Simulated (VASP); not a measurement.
Input of a VASP 6.6.1 run:

INCAR

```
PREC = Accurate
ENCUT = 520
EDIFF = 1E-6
ISMEAR = 0
SIGMA = 0.15
LREAL = F
LASPH = T
NELM = 100
ALGO = Normal
ISIF = 2
LWAVE = F
LCHARG = T
GGA = PS
LELF = T
LVHAR = T
NBANDS = 15
```

Contents of KPOINTS:

```
regular mesh
0
Gamma
  26 26 26
```

The input POSCAR:

```
TiC
1.0
    0.0000000000      1.9125756098      2.7043819123
    1.9125756098      0.0000000000      2.7043819123
    1.9125756098      1.9125756098      0.0000000000
Ti C
1 1
Direct
    0.0000000000      0.0000000000      0.0000000000
    0.5000000000      0.5000000000      0.5000000000
```

Potentials or basis: VASP PAW PBE potentials, release 64 (Ti_sv, C).

The run is started by

```console
$ cat potpaw_PBE.64/Ti_sv/POTCAR potpaw_PBE.64/C/POTCAR > POTCAR
$ mpirun -np 1 vasp_std > vasp.out
```

Predict the pressure.

55.9 GPa.

Estimate the band gap on the k mesh.

zero (bands 8 and 9 overlap by 2.71 eV).

Stress tensor (GPa, compression positive):
```
101.24   0.00   0.00
  0.00 101.24   0.00
  0.00   0.00 -34.66
```

Caveat: the stress differs along the axes, from -35 to 101 GPa; the PAW data sets were made with another functional, which shifts forces and pressure a little.
